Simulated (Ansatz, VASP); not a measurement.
This is a calculation of GeW for VASP 6.6.1.

File INCAR:

```
SYSTEM = GeW
ALGO     = Normal         ! electronic algorithm
EDIFF    = 1E-6           ! SCF threshold, eV
ENCUT    = 520            ! plane-wave cutoff, eV
GGA      = PE             ! functional
ISIF     = 2              ! what is computed and relaxed
ISMEAR   = 0              ! smearing method
LASPH    = .True.         ! aspherical terms in the spheres
LCHARG   = .False.        ! write CHGCAR
LREAL    = .False.        ! projectors in reciprocal space
LWAVE    = .False.        ! write WAVECAR
NBANDS   = 21             ! bands
NELM     = 60             ! most SCF steps
PREC     = Accurate       ! precision mode
SIGMA    = 0.016          ! smearing width, eV
```

Contents of KPOINTS:

```
k-points
0
Gamma
  9 9 9
  0 0 0
```

Contents of POSCAR:

```
GeW
1.0
    0.0000000000      2.5776100000      2.5776100000
    2.5776100000      0.0000000000      2.5776100000
    2.5776100000      2.5776100000      0.0000000000
Ge W
1 1
Direct
    0.5000000000      0.5000000000      0.5000000000
    0.0000000000      0.0000000000      0.0000000000
```

Potentials or basis: VASP PAW PBE potentials, release 64 (Ge_d, W_sv).

Run with:

```sh
$ cat potpaw_PBE.64/Ge_d/POTCAR potpaw_PBE.64/W_sv/POTCAR > POTCAR
$ mpirun -np 1 vasp_std > vasp.out
```

Q: Set up the same calculation for Ansatz 0.2.0. Potentials there: Ansatz PAW.

A: As run (the cutoff follows the program's own potentials):

File input.yaml:

```yaml
crystal:
  lattice:
    - [0.0, 2.57761, 2.57761]
    - [2.57761, 0.0, 2.57761]
    - [2.57761, 2.57761, 0.0]
  atoms:
    - { symbol: Ge, position: [0.5, 0.5, 0.5] }
    - { symbol: W, position: [0.0, 0.0, 0.0] }
hamiltonian:
  xc: pbe
  pseudopotentials: { kind: paw }
kpoints:
  mp_grid: { grid: [9, 9, 9] }
scf:
  occupations: { method: gaussian, width: 0.016 }
output:
  forces: true
  stress: true
  eigenvalues: true
```

Potentials or basis: Ansatz PAW.

Run with:

```console
$ ansatz run input.yaml --threads 2 --pin off --max-ram 5632MiB --backend cpu --events-out ev --progress --plain --runs-dir out
```

Both were run:

|  | VASP | Ansatz | Ansatz less VASP |
| --- | --- | --- | --- |
| gap on the k mesh at the Fermi level (eV) | none | none | - |
| pressure (GPa) | 0.4 | 0.2 | -0.23 |

A gap of «none» marks a metal or a gap that the smearing closes.

Neither program's run includes spin-orbit coupling.
